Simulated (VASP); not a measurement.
Write the native input for VASP 6.6.1 that does the following.

- Task: single point
- Functional: PBE
- Dispersion: D4
- Potentials or basis: VASP PAW PBE potentials, release 64 (Sb)
- Cutoff: 520 eV
- k mesh: 12 × 12 × 12
- Occupations: fermi-dirac, width 0.05 eV
- Spin: no spin polarisation
- Dipole correction: no
- Further INCAR settings: ALGO = Normal; EDIFF = 1e-06; NBANDS = 8

The structure of Sb lies in POSCAR:

```
Sb
1.0
   -1.5892317622      1.5892317622      2.6043230849
    1.5892317622     -1.5892317622      2.6043230849
    1.5892317622      1.5892317622     -2.6043230849
Sb
1
Direct
    0.0000000000      0.0000000000      0.0000000000
```

One way to write it, as run:

INCAR

```
SYSTEM = Sb
ALGO = Normal
EDIFF = 1E-6
ENCUT = 520
GGA = PE
ISIF = 2
ISMEAR = -1
IVDW = 13
LASPH = .TRUE.
LCHARG = .TRUE.
LELF = .TRUE.
LREAL = .FALSE.
LVHAR = .TRUE.
LWAVE = .FALSE.
NBANDS = 8
NELM = 80
PREC = Accurate
SIGMA = 0.05
```

KPOINTS

```
k-points
0
G
  12 12 12
  0 0 0
```

Potentials or basis: VASP PAW PBE potentials, release 64 (Sb).

The run is started by

```sh
$ cat potpaw_PBE.64/Sb/POTCAR > POTCAR
$ mpirun -np 1 vasp_std > vasp.out
```

Results of the run:

The pressure is -0.1 GPa and the dispersion energy per atom is -0.575 eV.

Caveat: pairwise dispersion overbinds metals, which lowers pressure and volume.

Run time: 28 s on 1 thread of AMD EPYC 9R45 (Zen 5), with other jobs on the host, peak memory 0.14 GiB.
